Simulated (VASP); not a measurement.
# Rh (I4/mmm) in VASP: further runs, part 2 of 2

VASP 6.6.1. The steps go on from the part before.

## 4. Single point, PBE

This run uses another cell than the first one, of 14.48 Å³/atom.

INCAR

```
SYSTEM = Rh
PREC = Accurate
ENCUT = 520
EDIFF = 1E-6
ISMEAR = 0
SIGMA = 0.1
LREAL = .FALSE.
LASPH = .TRUE.
NELM = 60
ALGO = Fast
ISIF = 2
LWAVE = .FALSE.
LCHARG = .FALSE.
GGA = PE
NBANDS = 22
```

KPOINTS

```
regular mesh
0
G
  9 9 18
  0 0 0
```

POSCAR

```
Rh
1.0
    3.9364226094      0.0000000000      0.0000000000
    0.0000000000      3.9364226094      0.0000000000
   -1.9682113047      0.0000000000      1.8695737594
Rh
2
Direct
    0.0000000000      0.0000000000      0.0000000000
    0.5000000000      0.5000000000      0.0000000000
```

Potentials or basis: VASP PAW PBE potentials, release 64 (Rh_pv).

Launch:

```bash
cat potpaw_PBE.64/Rh_pv/POTCAR > POTCAR
mpirun -np 1 vasp_std > vasp.out
```

OUTCAR:

```text
SYSTEM = Rh
   PREC = Accurate
   ENCUT = 520
   EDIFF = 1E-6
   ISMEAR = 0
   LREAL = .FALSE.
   LASPH = .TRUE.
   NELM = 60
   ISIF = 2
   GGA = PE

 ion  position               nearest neighbor table
   1  0.000  0.000  0.000-   2 2.71   2 2.71   2 2.71   2 2.71   2 2.78   2 2.78   2 2.78   2 2.78

   2  0.500  0.500  0.000-   1 2.71   1 2.71   1 2.71   1 2.71   1 2.78   1 2.78   1 2.78   1 2.78

  LATTYP: Found a base centered orthorhombic cell.
 ALAT       =     3.7391475188
 B/A-ratio  =     1.0527593762
 C/A-ratio  =     1.0527593762

  Lattice vectors:

 A1 = (  -1.9682113047,   0.0000000000,   1.8695737594)
 A2 = (   1.9682113047,   0.0000000000,   1.8695737594)
 A3 = (   0.0000000000,   3.9364226094,   0.0000000000)

Analysis of symmetry for initial positions (statically):
=====================================================================
 Subroutine PRICEL returns following result:

  LATTYP: Found a body centered tetragonal cell.
 ALAT       =     2.7834711207
 C/A-ratio  =     1.3433397929

  Lattice vectors:

 A1 = (   0.0000000000,   1.9682113047,  -1.8695737594)
 A2 = (   0.0000000000,  -1.9682113047,  -1.8695737594)
 A3 = (  -1.9682113047,   0.0000000000,   1.8695737594)

   2 primitive cells build up your supercell.

 Routine SETGRP: Setting up the symmetry group for a
 base centered orthorhombic supercell.

 Subroutine GETGRP returns: Found  8 space group operations
 (whereof  8 operations were pure point group operations)
 out of a pool of  8 trial point group operations.

The static configuration has the point symmetry D_2h.

Analysis of symmetry for dynamics (positions and initial velocities):
=====================================================================
 Subroutine PRICEL returns following result:

  LATTYP: Found a body centered tetragonal cell.
 ALAT       =     2.7834711207
 C/A-ratio  =     1.3433397929

  Lattice vectors:

 A1 = (   0.0000000000,   1.9682113047,  -1.8695737594)
[... 126 lines left out ...]
   EFERMI_NEDOS =   21; number of points for ismear=-14 and -15
   IALGO  =     68    algorithm
   IMIX   =      4    mixing-type and parameters
     AMIX     =   0.40;   BMIX     =  1.00
     AMIX_MAG =   1.60;   BMIX_MAG =  1.00
  volume/ion in A,a.u.               =      14.48        97.75
  Fermi-wavevector in a.u.,A,eV,Ry     =   1.656278  3.129912 37.324275  2.743257
  Thomas-Fermi vector in A             =   2.744230
   LORBIT       =      0    0 simple, 1 ext, 2 COOP (PROOUT), +10 PAW based schemes
   GGA     = PE    functional components
   LHFCALC =     F    Hartree Fock is set to
   AEXX    =    0.0000 exact exchange contribution
   IVDW    =     0    specifies the selected vdW correction
   LEPSILON=     F    determine dielectric tensor
   LRPA    =     F    only Hartree local field effects (RPA)
 non-spin polarized calculation
 RMM-DIIS sequential band-by-band and
 Gauss-broadening in eV      SIGMA  =   0.10
  energy-cutoff  :      520.00
  volume of cell :       28.97
 maximum number of plane-waves:       800
 NGX is ok and might be reduce to    30
   NGX = 15   NGY = 15   NGZ = 11

 number of electron      29.9999988 magnetization

 Free energy of the ion-electron system (eV)
  ---------------------------------------------------
  ext. energy  EPLUGINS =         0.00000000
  ---------------------------------------------------
  free energy    TOTEN  =       -14.47071087 eV

  energy without entropy =      -14.45628999  energy(sigma->0) =      -14.46350043

 E-fermi :  10.9660     XC(G=0): -13.6968

 val. band max:       10.9646377296   @ k =   0.1111   0.1111   0.3889
 cond. band min:      10.9678654875   @ k =   0.1111   0.3333   0.1111
 fundamental gap:      0.0032277579
 Fermi energy:        10.9660459400

 k-point     1 :       0.0000    0.0000    0.0000
  band No.  band energies     occupation
      1     -35.8967      2.00000
      2     -35.5355      2.00000
      3     -35.4981      2.00000
      4     -35.3243      2.00000
      5     -35.3243      2.00000
      6     -35.2948      2.00000
[... 589 lines left out ...]
     21      27.1211      0.00000
     22      27.2276      0.00000

 [... further k-points ...]

------------------------ aborting loop because EDIFF is reached ----------------------------------------

  FORCE on cell =-STRESS in cart. coord.  units (eV):
  Direction    XX          YY          ZZ          XY          YZ          ZX
  --------------------------------------------------------------------------------------
  -------------------------------------------------------------------------------------
  Total       -1.8791077     -1.8791499     -0.0135993      0.0000000      0.0000000      0.0000000
  in kB     -103.9240850   -103.9264230     -0.7521084      0.0000000      0.0000000      0.0000000
  external PRESSURE =     -69.5342055 kB  Pullay stress =       0.0000000 kB

 VOLUME and BASIS-vectors are now :
 -----------------------------------------------------------------------------
  energy-cutoff  :      520.00
  volume of cell :       28.97
      direct lattice vectors                 reciprocal lattice vectors
     3.936422609  0.000000000  0.000000000     0.254037765  0.000000000  0.267440639
     0.000000000  3.936422609  0.000000000     0.000000000  0.254037765  0.000000000
    -1.968211305  0.000000000  1.869573759     0.000000000  0.000000000  0.534881277

 POSITION                                       TOTAL-FORCE (eV/Angst)
 -----------------------------------------------------------------------------------
      0.00000      0.00000      0.00000        -0.000000     -0.000000     -0.000000
      1.96821      1.96821      0.00000         0.000000      0.000000      0.000000
 -----------------------------------------------------------------------------------
    total drift:                                0.000000      0.000000     -0.000000

  FREE ENERGIE OF THE ION-ELECTRON SYSTEM (eV)
  ---------------------------------------------------
  free  energy   TOTEN  =       -14.4707108709 eV

  energy  without entropy=      -14.4562899860  energy(sigma->0) =      -14.46350043
```

stdout:

```text
POSCAR found type information on POSCAR Rh
 POSCAR found :  1 types and       2 ions
 scaLAPACK will be used
 LDA part: xc-table for (Slater+PW92), standard interpolation
 POSCAR, INCAR and KPOINTS ok, starting setup
 FFT: planning ... GRIDC
 FFT: planning ... GRID_SOFT
 FFT: planning ... GRID
 WAVECAR not read
 entering main loop
```

It took 4 min on 1 thread of AMD EPYC 7R13, shared host; peak memory 0.21 GiB.

Results:

| Item | Value |
| --- | --- |
| Free energy | -14.4707 eV |
| Pressure | -7.0 GPa |
| Band gap on the k mesh | zero (bands 15 and 16 overlap by 2.05 eV) |

Caveat: the stress differs along the axes, from -10 to -0 GPa.
